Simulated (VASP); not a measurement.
# KF (Fm-3m) in VASP: notebook, part 2 of 2

VASP 6.6.1. The steps go on from the part before.

### Step 4. Single point, PBEsol+D3(BJ)

This run uses another cell than the first one, of 17.85 Å³/atom, 1.020 times its volume.

Input file INCAR:

```
PREC = Accurate ; ENCUT = 520
EDIFF = 1E-6 ; ISMEAR = 0
SIGMA = 0.05 ; LREAL = F
LASPH = T ; NELM = 80
ALGO = Normal ; ISIF = 2
LWAVE = F ; LCHARG = F
GGA = PS ; IVDW = 12
NBANDS = 15
```

Input file KPOINTS:

```
regular mesh
0
Gamma
  8 8 8
```

Input file POSCAR:

```
KF
1.0
    0.0000000000      2.6134681842      2.6134681842
    2.6134681842      0.0000000000      2.6134681842
    2.6134681842      2.6134681842      0.0000000000
K F
1 1
Direct
    0.0000000000      0.0000000000      0.0000000000
    0.5000000000      0.5000000000      0.5000000000
```

Potentials or basis: VASP PAW PBE potentials, release 64 (K_sv, F).

Run with:

```console
> cat potpaw_PBE.64/K_sv/POTCAR potpaw_PBE.64/F/POTCAR > POTCAR
> mpirun -np 1 vasp_std > vasp.out
```

OUTCAR:

```text
PREC = Accurate
   ENCUT = 520
   EDIFF = 1E-6
   ISMEAR = 0
   LREAL = F
   LASPH = T
   NELM = 80
   ISIF = 2
   GGA = PS
   IVDW = 12
 IVDW          = 12

 ion  position               nearest neighbor table
   1  0.000  0.000  0.000-   2 2.61   2 2.61   2 2.61   2 2.61   2 2.61   2 2.61
   2  0.500  0.500  0.500-   1 2.61   1 2.61   1 2.61   1 2.61   1 2.61   1 2.61

  LATTYP: Found a face centered cubic cell.
 ALAT       =     5.2269363684

  Lattice vectors:

 A1 = (   0.0000000000,   2.6134681842,   2.6134681842)
 A2 = (   2.6134681842,   0.0000000000,   2.6134681842)
 A3 = (   2.6134681842,   2.6134681842,   0.0000000000)

Analysis of symmetry for initial positions (statically):
=====================================================================
 Subroutine PRICEL returns:
 Original cell was already a primitive cell.

 Routine SETGRP: Setting up the symmetry group for a
 face centered cubic supercell.

 Subroutine GETGRP returns: Found 48 space group operations
 (whereof 48 operations were pure point group operations)
 out of a pool of 48 trial point group operations.

The static configuration has the point symmetry O_h .

Analysis of symmetry for dynamics (positions and initial velocities):
=====================================================================
 Subroutine PRICEL returns:
 Original cell was already a primitive cell.

 Routine SETGRP: Setting up the symmetry group for a
 face centered cubic supercell.

 Subroutine GETGRP returns: Found 48 space group operations
 (whereof 48 operations were pure point group operations)
 out of a pool of 48 trial point group operations.

The dynamic configuration has the point symmetry O_h .

 Subroutine INISYM returns: Found 48 space group operations
 (whereof 48 operations are pure point group operations),
 and found     1 'primitive' translations

----------------------------------------------------------------------------------------

[... 121 lines left out ...]
   LEPSILON=     F    determine dielectric tensor
   LRPA    =     F    only Hartree local field effects (RPA)
 non-spin polarized calculation
 Gauss-broadening in eV      SIGMA  =   0.05
  energy-cutoff  :      520.00
  volume of cell :       35.70
 maximum number of plane-waves:       982
   NGX = 13   NGY = 13   NGZ = 13

 number of electron      16.0000011 magnetization

 Free energy of the ion-electron system (eV)
  ---------------------------------------------------
  ext. energy  EPLUGINS =         0.00000000
  ---------------------------------------------------
  free energy    TOTEN  =        -8.50869773 eV

  energy without entropy =       -8.50869773  energy(sigma->0) =       -8.50869773

 E-fermi :  -2.4498     XC(G=0):  -8.9339

 val. band max:       -2.7260247107   @ k =   0.0000   0.0000   0.0000
 cond. band min:       3.6450411023   @ k =   0.0000   0.0000   0.0000
 fundamental gap:      6.3710658129
 Fermi energy:        -2.4497512278

 k-point     1 :       0.0000    0.0000    0.0000
  band No.  band energies     occupation
      1     -28.5152      2.00000
      2     -21.2897      2.00000
      3     -11.7705      2.00000
      4     -11.7705      2.00000
      5     -11.7705      2.00000
      6      -2.7260      2.00000
      7      -2.7260      2.00000
      8      -2.7260      2.00000
      9       3.6450      0.00000
     10       8.0788      0.00000
     11       8.0788      0.00000
     12       8.0788      0.00000
     13       9.8492      0.00000
     14       9.8492      0.00000
[... 401 lines left out ...]
      2     -21.3929      2.00000
      3     -12.1638      2.00000
      4     -12.0451      2.00000
      5     -11.8549      2.00000
      6      -3.3596      2.00000
      7      -3.0420      2.00000
      8      -3.0036      2.00000
      9       6.8261      0.00000
     10       7.5644      0.00000
     11       9.2849      0.00000
     12      10.3269      0.00000
     13      11.6875      0.00000
     14      12.8210      0.00000
     15      13.1807      0.00000

 [... further k-points ...]

------------------------ aborting loop because EDIFF is reached ----------------------------------------

 Edisp (eV)   -0.34658

 E8    (eV) :    -0.2449

  FORCE on cell =-STRESS in cart. coord.  units (eV):
  Direction    XX          YY          ZZ          XY          YZ          ZX
  --------------------------------------------------------------------------------------
  -------------------------------------------------------------------------------------
  Total       0.03607     0.03607     0.03607    -0.00000     0.00000     0.00000
  in kB       1.61875     1.61875     1.61875    -0.00000     0.00000     0.00000
  external pressure =        1.62 kB  Pullay stress =        0.00 kB

 VOLUME and BASIS-vectors are now :
 -----------------------------------------------------------------------------
  energy-cutoff  :      520.00
  volume of cell :       35.70
      direct lattice vectors                 reciprocal lattice vectors
     0.000000000  2.613468184  2.613468184    -0.191316658  0.191316658  0.191316658
     2.613468184  0.000000000  2.613468184     0.191316658 -0.191316658  0.191316658
     2.613468184  2.613468184  0.000000000     0.191316658  0.191316658 -0.191316658

 POSITION                                       TOTAL-FORCE (eV/Angst)
 -----------------------------------------------------------------------------------
      0.00000      0.00000      0.00000         0.000000      0.000000     -0.000000
      2.61347      2.61347      2.61347         0.000000     -0.000000      0.000000
 -----------------------------------------------------------------------------------
    total drift:                                0.000000      0.000000      0.000000

  FREE ENERGIE OF THE ION-ELECTRON SYSTEM (eV)
  ---------------------------------------------------
  free  energy   TOTEN  =        -8.8552769412 eV

  energy  without entropy=       -8.8552769412  energy(sigma->0) =       -8.85527694
```

OSZICAR:

```text
N       E                     dE             d eps       ncg     rms          rms(c)
DAV:   1     0.108263878727E+03    0.10826E+03   -0.82357E+03   870   0.105E+03
DAV:   2    -0.535732465274E+01   -0.11362E+03   -0.10514E+03  1150   0.284E+02
DAV:   3    -0.952235134483E+01   -0.41650E+01   -0.41507E+01  1130   0.486E+01
DAV:   4    -0.961840702425E+01   -0.96056E-01   -0.96048E-01  1140   0.734E+00
DAV:   5    -0.962047898339E+01   -0.20720E-02   -0.20719E-02  1224   0.789E-01    0.603E+00
DAV:   6    -0.854579458710E+01    0.10747E+01   -0.28977E+00   898   0.146E+01    0.450E+00
DAV:   7    -0.851387680806E+01    0.31918E-01   -0.67347E-02  1150   0.225E+00    0.257E+00
DAV:   8    -0.850689444827E+01    0.69824E-02   -0.47053E-02   975   0.218E+00    0.203E-01
DAV:   9    -0.850817931415E+01   -0.12849E-02   -0.43303E-03  1073   0.553E-01    0.121E-01
DAV:  10    -0.850851110300E+01   -0.33179E-03   -0.36066E-04   956   0.176E-01    0.729E-02
DAV:  11    -0.850869875924E+01   -0.18766E-03   -0.17810E-04   905   0.102E-01    0.167E-02
DAV:  12    -0.850869762177E+01    0.11375E-05   -0.11708E-05  1104   0.358E-02    0.486E-03
DAV:  13    -0.850869773343E+01   -0.11165E-06   -0.22270E-06   947   0.133E-02
   1 F= -.88552769E+01 E0= -.88552769E+01  d E =-.967152E-17
```

Run time: 20 s. Hardware: 1 thread of AMD EPYC 7R13 (Zen 3), shared host; peak memory 0.14 GiB.

Results:

| Quantity | Value |
| --- | --- |
| Free energy | -8.8553 eV |
| Pressure | 0.2 GPa |
| Band gap on the k mesh | 6.37 eV, direct |
| Dispersion energy per atom | -0.173 eV |

Levels at points of the mesh, in eV from the valence-band top:
```csv
k point,band 5,band 6,band 7,band 8,band 9,band 10,band 11,band 12
"(0.00, 0.00, 0.00)",-9.04,0.00,0.00,0.00,6.37,10.80,10.80,10.80
"(0.50, 0.00, 0.00)",-9.09,-0.89,-0.42,-0.42,9.24,10.95,12.36,12.36
"(0.50, 0.50, 0.00)",-9.31,-0.17,-0.04,-0.04,8.13,10.60,12.18,13.96
```

Caveat: the PAW data sets were made with another functional, which shifts forces and pressure a little. A k mesh can miss the band edges.

### Step 5. Single point, PBEsol+D3(BJ) (volume scaled by 1.02)

Input file INCAR:

```
  ALGO = Normal
  EDIFF = 1E-6
  ENCUT = 520
  GGA = PS
  ISIF = 2
  ISMEAR = 0
  IVDW = 12
  LASPH = T
  LCHARG = F
  LREAL = F
  LWAVE = F
  NBANDS = 15
  NELM = 80
  PREC = Accurate
  SIGMA = 0.05
```

Input file KPOINTS:

```
k-points
0
Gamma
  8 8 8
```

Input file POSCAR:

```
KF
1.0
    0.0000000000      2.6307764249      2.6307764249
    2.6307764249      0.0000000000      2.6307764249
    2.6307764249      2.6307764249      0.0000000000
K F
1 1
Direct
    0.0000000000      0.0000000000      0.0000000000
    0.5000000000      0.5000000000      0.5000000000
```

Run with:

```console
> cat potpaw_PBE.64/K_sv/POTCAR potpaw_PBE.64/F/POTCAR > POTCAR
> mpirun -np 1 vasp_std > vasp.out
```

Run time: 26 s. Hardware: 1 thread of AMD EPYC 7R13 (Zen 3), shared host; peak memory 0.14 GiB.

It converged, with:

* Free energy: -8.8553 eV
* Pressure: -0.6 GPa
* Band gap on the k mesh: 6.27 eV, direct
* Dispersion energy per atom: -0.170 eV

Levels at points of the mesh, in eV from the valence-band top:
| k point | band 4 | band 5 | band 6 | band 7 | band 8 | band 9 | band 10 | band 11 | band 12 | band 13 |
| --- | --- | --- | --- | --- | --- | --- | --- | --- | --- | --- |
| (0.00, 0.00, 0.00) | -9.11 | -9.11 | 0.00 | 0.00 | 0.00 | 6.27 | 10.76 | 10.76 | 10.76 | 12.50 |
| (0.50, 0.00, 0.00) | -9.15 | -9.15 | -0.87 | -0.40 | -0.40 | 9.16 | 10.80 | 12.27 | 12.27 | 14.63 |
| (0.50, 0.50, 0.00) | -9.37 | -9.37 | -0.19 | -0.04 | -0.04 | 8.12 | 10.49 | 12.03 | 13.85 | 14.56 |

Caveat: the cell differs from its parent crystal (volume scaled by 1.02); the PAW data sets were made with another functional, which shifts forces and pressure a little. A k mesh can miss the band edges.

### Step 6. Overview

```tsv
cell	gap on the mesh (eV)	pressure (GPa)
a = 3.671 Å, angles 60.0°, 2 atoms	6.48	1.0
a = 3.646 Å, angles 60.0°, 2 atoms	6.60	1.9
a = 3.696 Å, angles 60.0°, 2 atoms	6.37	0.2
a = 3.720 Å, angles 60.0°, 2 atoms	6.27	-0.6
```

Alike in all rows: task single point; level PBEsol+D3(BJ); potentials or basis VASP PAW PBE potentials, release 64 (K_sv, F); no spin polarisation; k mesh 8 × 8 × 8; cutoff (eV) 520; smearing gaussian 0.05 eV.

Caveats: the PAW data sets were made with another functional, which shifts forces and pressure a little.

Total energies depend on the potentials used, so only differences within one code and one set of settings carry meaning.
